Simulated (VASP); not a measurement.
Write the native input for VASP 6.6.1 that does the following.

- Task: single point
- Functional: PBE
- Dispersion: D3(BJ)
- Potentials or basis: VASP PAW PBE potentials, release 64 (Te, Mo_sv)
- Cutoff: 400 eV
- k mesh: 6 × 7 × 5
- Occupations: gaussian, width 0.1 eV
- Spin: no spin polarisation
- Dipole correction: no
- k mesh for the DOS: 9 × 11 × 8
- Occupations for the DOS: tetrahedron
- Further INCAR settings: ALGO = Normal; EDIFF = 1e-06

Te2Mo:

```
Te Mo
1.0
     5.81755   -0.69723    0.18740
    -0.68350    5.28805    0.16643
     0.19558    0.20180    7.28541
Te Mo
6 3
Cartesian
  3.9420 3.3201 2.3897
  2.9376 3.4331 6.4331
  4.3672 1.0057 4.9385
  1.0873 1.9788 1.8658
  0.9010 0.2330 6.7163
  0.8347 4.6494 3.7356
  2.9740 -0.1034 1.0738
  4.5369 1.3564 0.3873
  1.1115 1.9688 4.6142
```

These files were run (other wordings do the same):

POSCAR

```
Te2Mo
1.0
    5.8175480000     -0.6972280000      0.1874010000
   -0.6834970000      5.2880500000      0.1664280000
    0.1955810000      0.2017970000      7.2854060000
Te Mo
6 3
Direct
    0.7518762495      0.7158338022      0.2923186613
    0.5573626608      0.6901548846      0.8529030237
    0.7599513847      0.2654959555      0.6522481391
    0.2251541213      0.3946791356      0.2412978514
    0.1270508301      0.0257825346      0.9180213495
    0.2318359602      0.8912326418      0.4864347845
    0.5117723670      0.0428307549      0.1332532196
    0.8218218198      0.3639562780      0.0237078952
    0.2145353997      0.3769715515      0.6192231652
```

INCAR.step1

```
  PREC = Accurate
  ENCUT = 400
  EDIFF = 1E-6
  ISMEAR = 0
  SIGMA = 0.1
  LREAL = False
  LASPH = True
  NELM = 120
  ALGO = Normal
  ISIF = 2
  LWAVE = False
  LCHARG = True
  LMAXMIX = 4
  GGA = PE
  IVDW = 12
  NBANDS = 49
  GGA_COMPAT = False
  NEDOS = 2001
  LORBIT = 11
```

KPOINTS.step1

```
regular mesh
0
Gamma
  6 7 5
```

INCAR.step2

```
  PREC = Accurate
  ENCUT = 400
  EDIFF = 1E-6
  ISMEAR = -5
  SIGMA = 0.1
  LREAL = False
  LASPH = True
  NELM = 120
  ALGO = Normal
  ISIF = 2
  LWAVE = False
  LCHARG = False
  LMAXMIX = 4
  GGA = PE
  IVDW = 12
  LORBIT = 11
  NEDOS = 2001
  ICHARG = 11
  GGA_COMPAT = False
```

KPOINTS.step2

```
regular mesh
0
Gamma
  9 11 8
```

Potentials or basis: VASP PAW PBE potentials, release 64 (Te, Mo_sv).

The run is started by

```sh
$ cat potpaw_PBE.64/Te/POTCAR potpaw_PBE.64/Mo_sv/POTCAR > POTCAR
$ cp INCAR.step1 INCAR
$ cp KPOINTS.step1 KPOINTS
$ mpirun -np 1 vasp_std > vasp.out
$ cp INCAR.step2 INCAR
$ cp KPOINTS.step2 KPOINTS
$ mpirun -np 1 vasp_std > vasp.out
```

It gave:

```
Valence electrons inside the program's atomic spheres : Te 3.36, 3.35, 3.37, 3.38, 3.39 (each value once); Mo 12.55, 12.37 (each value once)
Dispersion energy per atom                            : -0.618 eV
```

Wall time 59 min on 1 thread of AMD EPYC 7R13, with other jobs on the host, peak memory 1.8 GiB.
